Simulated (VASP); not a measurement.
Set up this calculation in VASP 6.6.1, as the native input.

```
Task                   : single point
Functional             : r2SCAN
Potentials or basis    : VASP PAW PBE potentials, release 64 (Cd, N, Si)
Cutoff                 : 520 eV
k mesh                 : 6 × 6 × 4
Occupations            : gaussian, width 0.01 eV
Spin                   : no spin polarisation
Dipole correction      : no
Further INCAR settings : ALGO = Normal; EDIFF = 1e-06; NBANDS = 21
```

CdSiN2:

```
Cd N Si
1.0
     3.03399    0.00000    0.00000
     0.00000    3.03399    0.00000
     0.00000    0.00000    5.11023
Cd N Si
1 2 1
Direct
  0.00000 0.00000 0.00000
  0.00000 0.50000 0.31974
  0.50000 0.00000 0.68026
  0.50000 0.50000 0.50000
```

The input as run:

POSCAR

```
CdSiN2
1.0
    3.0339884469      0.0000000000      0.0000000000
    0.0000000000      3.0339884469      0.0000000000
    0.0000000000      0.0000000000      5.1102333306
Cd N Si
1 2 1
Direct
    0.0000000000      0.0000000000      0.0000000000
    0.0000000000      0.5000000000      0.3197391371
    0.5000000000      0.0000000000      0.6802608629
    0.5000000000      0.5000000000      0.5000000000
```

INCAR.step1

```
SYSTEM = CdSiN2
PREC     = Accurate       ! precision mode
ENCUT    = 520            ! plane-wave cutoff, eV
ISMEAR   = 0              ! smearing method
SIGMA    = 0.01           ! smearing width, eV
LREAL    = .False.        ! projectors in reciprocal space
LASPH    = .True.         ! aspherical terms in the spheres
NELM     = 80             ! most SCF steps
NBANDS   = 21             ! bands
GGA      = PE             ! functional
ALGO     = Normal         ! electronic algorithm
EDIFF    = 1E-4           ! SCF threshold, eV
LWAVE    = .True.         ! write WAVECAR
LCHARG   = .False.        ! write CHGCAR
```

INCAR.step2

```
SYSTEM = CdSiN2
PREC     = Accurate       ! precision mode
ENCUT    = 520            ! plane-wave cutoff, eV
EDIFF    = 1E-6           ! SCF threshold, eV
ISMEAR   = 0              ! smearing method
SIGMA    = 0.01           ! smearing width, eV
LREAL    = .False.        ! projectors in reciprocal space
LASPH    = .True.         ! aspherical terms in the spheres
NELM     = 80             ! most SCF steps
ALGO     = Normal         ! electronic algorithm
ISIF     = 2              ! what is computed and relaxed
LWAVE    = .False.        ! write WAVECAR
LCHARG   = .False.        ! write CHGCAR
METAGGA  = R2SCAN         ! meta-GGA
LMIXTAU  = .True.       
NBANDS   = 21             ! bands
ISTART   = 1
```

KPOINTS

```
Automatic mesh
0
Gamma
  6 6 4
  0 0 0
```

Potentials or basis: VASP PAW PBE potentials, release 64 (Cd, N, Si).

Command:

```sh
$ cat potpaw_PBE.64/Cd/POTCAR potpaw_PBE.64/N/POTCAR potpaw_PBE.64/Si/POTCAR > POTCAR
$ cp INCAR.step1 INCAR
$ mpirun -np 1 vasp_std > vasp.out
$ cp INCAR.step2 INCAR
$ mpirun -np 1 vasp_std > vasp.out
```

It gave:

```yaml
Pressure: 0.9 GPa
Largest_force: 0.119 eV/Å
Band_gap_on_the_k_mesh: 1.55 eV, indirect (least direct gap 1.58 eV)
```

Caveat: the PAW data sets were made with another functional, which shifts forces and pressure a little.

Run time: 3.1 min on 1 thread of AMD EPYC 7R13, with other jobs on the host, peak memory 0.16 GiB.
